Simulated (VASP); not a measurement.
# Nb (P6_3/mmc) in VASP: single point with LDA

Aim: the single point of Nb with LDA.

Everything below comes from runs of VASP 6.6.1. Logs are shortened: lines on timing, memory, paths and dates and some standing lists are left out, and cuts for length are marked.

### 1 The cell of the first run

It takes space group P6_3/mmc (No. 194, hexagonal). The conventional cell has a = 2.779 Å, b = 2.779 Å, c = 5.168 Å, α = 90.00°, β = 90.00°, γ = 120.00°. Nb (site symmetry -6m2) has 12 Nb at 2.78 to 3.04 Å within 3.7 Å.

### 2 Single point, LDA

Input file INCAR:

```
SYSTEM = Nb
PREC = Accurate
ENCUT = 500
EDIFF = 1E-6
ISMEAR = -1
SIGMA = 0.1
LREAL = .False.
LASPH = .True.
NELM = 120
ALGO = Normal
ISIF = 2
LWAVE = .False.
LCHARG = .False.
GGA = CA
NBANDS = 20
GGA_COMPAT = .False.
```

Input file KPOINTS:

```
Automatic mesh
0
Gamma
  10 10 5
  0 0 0
```

Input file POSCAR:

```
Nb
1.0
    2.7794542535      0.0000000000      0.0000000000
   -1.3897271267      2.4070779922      0.0000000000
    0.0000000000      0.0000000000      5.1677333602
Nb
2
Direct
    0.3333333333      0.6666666667      0.2500000000
    0.6666666667      0.3333333333      0.7500000000
```

Potentials or basis: VASP PAW LDA potentials, release 64 (Nb_sv).

Launch:

```console
$ cat potpaw_LDA.64/Nb_sv/POTCAR > POTCAR
$ mpirun -np 1 vasp_std > vasp.out
```

OUTCAR:

```text
SYSTEM = Nb
   PREC = Accurate
   ENCUT = 500
   EDIFF = 1E-6
   ISMEAR = -1
   LREAL = .False.
   LASPH = .True.
   NELM = 120
   ISIF = 2
   GGA = CA

 ion  position               nearest neighbor table
   1  0.333  0.667  0.250-   2 3.04   2 3.04   2 3.04   2 3.04   2 3.04   2 3.04
   2  0.667  0.333  0.750-   1 3.04   1 3.04   1 3.04   1 3.04   1 3.04   1 3.04

  LATTYP: Found a hexagonal cell.
 ALAT       =     2.7794542535
 C/A-ratio  =     1.8592618870

  Lattice vectors:

 A1 = (   2.7794542535,   0.0000000000,   0.0000000000)
 A2 = (  -1.3897271267,   2.4070779922,   0.0000000000)
 A3 = (   0.0000000000,   0.0000000000,   5.1677333602)

Analysis of symmetry for initial positions (statically):
=====================================================================
 Subroutine PRICEL returns:
 Original cell was already a primitive cell.

 Routine SETGRP: Setting up the symmetry group for a
 hexagonal supercell.

 Subroutine GETGRP returns: Found 24 space group operations
 (whereof 12 operations were pure point group operations)
 out of a pool of 24 trial point group operations.

The static configuration has the point symmetry D_3d.
 The point group associated with its full space group is D_6h.

Analysis of symmetry for dynamics (positions and initial velocities):
=====================================================================
 Subroutine PRICEL returns:
 Original cell was already a primitive cell.

 Routine SETGRP: Setting up the symmetry group for a
 hexagonal supercell.

 Subroutine GETGRP returns: Found 24 space group operations
 (whereof 12 operations were pure point group operations)
 out of a pool of 24 trial point group operations.

The dynamic configuration has the point symmetry D_3d.
 The point group associated with its full space group is D_6h.

 Subroutine INISYM returns: Found 24 space group operations
 (whereof 12 operations are pure point group operations),
 and found     1 'primitive' translations

----------------------------------------------------------------------------------------

                                     Primitive cell

  volume of cell :      34.5740

  direct lattice vectors                    reciprocal lattice vectors
[... 72 lines left out ...]
   dimension x,y,z NGX =    20 NGY =   20 NGZ =   40
   dimension x,y,z NGXF=    40 NGYF=   40 NGZF=   80
   ions per type =               2
   NGX,Y,Z   is equivalent  to a cutoff of  11.96, 11.96, 12.87 a.u.
   NGXF,Y,Z  is equivalent  to a cutoff of  23.92, 23.92, 25.74 a.u.
 SYSTEM =  Nb
   PREC   = accura    normal or accurate (medium, high low for compatibility)
   ISTART =      0    job   : 0-new  1-cont  2-samecut
   ICHARG =      2    charge: 1-file 2-atom 10-const
   ISPIN  =      1    spin polarized calculation?
   LNONCOLLINEAR =      F non collinear calculations
   LSORBIT =      F    spin-orbit coupling
   LASPH  =      T    aspherical Exc in radial PAW
   ENCUT  =  500.0 eV  36.75 Ry    6.06 a.u.   5.07  5.07  9.42*2*pi/ulx,y,z
   NELM   =    120;   NELMIN=  2; NELMDL= -5     # of ELM steps
   EDIFF  = 0.1E-05   stopping-criterion for ELM
   LREAL  =      F    real-space projection
   EDIFFG = 0.1E-04   stopping-criterion for IOM
   NSW    =      0    number of steps for IOM
   IBRION =     -1    ionic relax: 0-MD 1-quasi-New 2-CG
   NFREE  =      0    steps in history (QN), initial steepest desc. (CG)
   ISIF   =      2    stress and relaxation
   ISYM   =      2    0-nonsym 1-usesym 2-fastsym
   POTIM  = 0.5000    time-step for ionic-motion
   TEBEG  =    0.0;   TEEND  =   0.0 temperature during run
   PSTRESS=    0.0 pullay stress
   NELECT =      26.0000    total number of electrons
   NUPDOWN=      -1.0000    fix difference up-down
   EMIN   =  10.00;   EMAX   =-10.00  energy-range for DOS
   EFERMI =   0.00;   METHOD = LEGACY
   ISMEAR =    -1;   SIGMA  =   0.10  broadening in eV -4-tet -1-fermi 0-gaus
   EFERMI_NEDOS =   21; number of points for ismear=-14 and -15
   IALGO  =     38    algorithm
   IMIX   =      4    mixing-type and parameters
     AMIX     =   0.40;   BMIX     =  1.00
     AMIX_MAG =   1.60;   BMIX_MAG =  1.00
  volume/ion in A,a.u.               =      17.29       116.66
  Fermi-wavevector in a.u.,A,eV,Ry     =   1.488730  2.813292 30.154834  2.216318
  Thomas-Fermi vector in A             =   2.601728
   LORBIT       =      0    0 simple, 1 ext, 2 COOP (PROOUT), +10 PAW based schemes
   GGA     = CA    functional components
   LHFCALC =     F    Hartree Fock is set to
   AEXX    =    0.0000 exact exchange contribution
   IVDW    =     0    specifies the selected vdW correction
   LEPSILON=     F    determine dielectric tensor
   LRPA    =     F    only Hartree local field effects (RPA)
 non-spin polarized calculation
  energy-cutoff  :      500.00
  volume of cell :       34.57
 maximum number of plane-waves:       890
   NGX = 11   NGY = 11   NGZ = 19

 number of electron      26.0000000 magnetization

 Free energy of the ion-electron system (eV)
  ---------------------------------------------------
  ext. energy  EPLUGINS =         0.00000000
  ---------------------------------------------------
  free energy    TOTEN  =       -21.91695367 eV

  energy without entropy =      -21.83674232  energy(sigma->0) =      -21.87684799

 E-fermi :  11.9697     XC(G=0): -12.9060

 val. band max:       11.9336989966   @ k =   0.1000  -0.0000   0.0000
 cond. band min:      11.9988386402   @ k =   0.4000   0.1000   0.2000
 fundamental gap:      0.0651396436
 Fermi energy:        11.9697337416

 k-point     1 :       0.0000    0.0000    0.0000
  band No.  band energies     occupation
      1     -42.4338      2.00000
      2     -42.2717      2.00000
      3     -19.1941      2.00000
      4     -18.0438      2.00000
      5     -17.7006      2.00000
      6     -17.7006      2.00000
[... 541 lines left out ...]
     19      18.9892      0.00000
     20      20.4920      0.00000

 [... further k-points ...]
[... 5 lines left out ...]
  --------------------------------------------------------------------------------------
  -------------------------------------------------------------------------------------
  Total        0.7679741      0.7679741      0.7167885      0.0000000     -0.0000000      0.0000000
  in kB       35.5883114     35.5883114     33.2163421      0.0000000     -0.0000000      0.0000000
  external PRESSURE =      34.7976550 kB  Pullay stress =       0.0000000 kB

 VOLUME and BASIS-vectors are now :
 -----------------------------------------------------------------------------
  energy-cutoff  :      500.00
  volume of cell :       34.57
      direct lattice vectors                 reciprocal lattice vectors
     2.779454253  0.000000000  0.000000000     0.359782860  0.207720731  0.000000000
    -1.389727127  2.407077992  0.000000000     0.000000000  0.415441462  0.000000000
     0.000000000  0.000000000  5.167733360     0.000000000  0.000000000  0.193508436

 POSITION                                       TOTAL-FORCE (eV/Angst)
 -----------------------------------------------------------------------------------
     -0.00000      1.60472      1.29193         0.000000      0.000000      0.000000
      1.38973      0.80236      3.87580        -0.000000     -0.000000      0.000000
 -----------------------------------------------------------------------------------
    total drift:                               -0.000000      0.000000     -0.000000

  FREE ENERGIE OF THE ION-ELECTRON SYSTEM (eV)
  ---------------------------------------------------
  free  energy   TOTEN  =       -21.9169536663 eV

  energy  without entropy=      -21.8367423189  energy(sigma->0) =      -21.87684799
```

stdout:

```text
POSCAR found type information on POSCAR Nb
 POSCAR found :  1 types and       2 ions
 scaLAPACK will be used
 LDA part: xc-table for (Slater(with rela. corr.)+CA(PZ))
 , standard interpolation
 POSCAR, INCAR and KPOINTS ok, starting setup
 FFT: planning ... GRIDC
 FFT: planning ... GRID_SOFT
 FFT: planning ... GRID
 WAVECAR not read
 entering main loop
```

Run time: 36 s. Hardware: 1 thread of Intel Xeon 8259CL, shared host; peak memory 0.14 GiB.

What came out:

| Property | Result |
| --- | --- |
| Free energy | -21.9170 eV |
| Pressure | 3.5 GPa |
| Band gap on the k mesh | zero (band 13 reaches 13.55 eV, above the bottom of band 14 at 11.36 eV) |
